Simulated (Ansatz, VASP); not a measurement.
YMg2GaC6N6: VASP beside Ansatz

```
CELL_PARAMETERS angstrom
0.00000 5.27600 5.27600
5.27600 0.00000 5.27600
5.27600 5.27600 0.00000
ATOMIC_POSITIONS crystal
Y 0.50000 0.50000 0.50000
Mg 0.25000 0.25000 0.25000
Mg 0.75000 0.75000 0.75000
Ga 0.00000 0.00000 0.00000
C 0.82032 0.17968 0.17968
C 0.17968 0.82032 0.17968
C 0.17968 0.17968 0.82032
C 0.17968 0.82032 0.82032
C 0.82032 0.17968 0.82032
C 0.82032 0.82032 0.17968
N 0.70944 0.29056 0.29056
N 0.29056 0.70944 0.29056
N 0.29056 0.29056 0.70944
N 0.29056 0.70944 0.70944
N 0.70944 0.29056 0.70944
N 0.70944 0.70944 0.29056
```

Alike in both runs: task single point; functional PBE; k mesh 4 × 4 × 4; occupations gaussian, width 0.1 eV; collinear spin.

```csv
,VASP,Ansatz
version,VASP 6.6.1,Ansatz 0.2.0
potentials or method,"VASP PAW PBE potentials, release 64 (Y_sv, Mg, Ga_d, C, N), cutoff 520 eV","scalar-relativistic, plane waves, PAW"
valence electrons in the cell,82,98
```

```csv
,VASP,Ansatz,Ansatz less VASP
pressure (GPa),15.0,14.7,-0.26
rms of the force components (eV/Å),1.367,1.559,+0.1925
net moment per atom (μB),0.00,0.00,0.000
```

Atom by atom the forces differ by 0.205 eV/Å (rms over components). VASP's potentials hold 82 valence electrons a cell and Ansatz's 98, so a difference there can come from the potentials and not from the codes. Ansatz's warnings: seeded moment not kept.

Noted on VASP's run: the standard files for N, O and F lose accuracy on very short bonds.
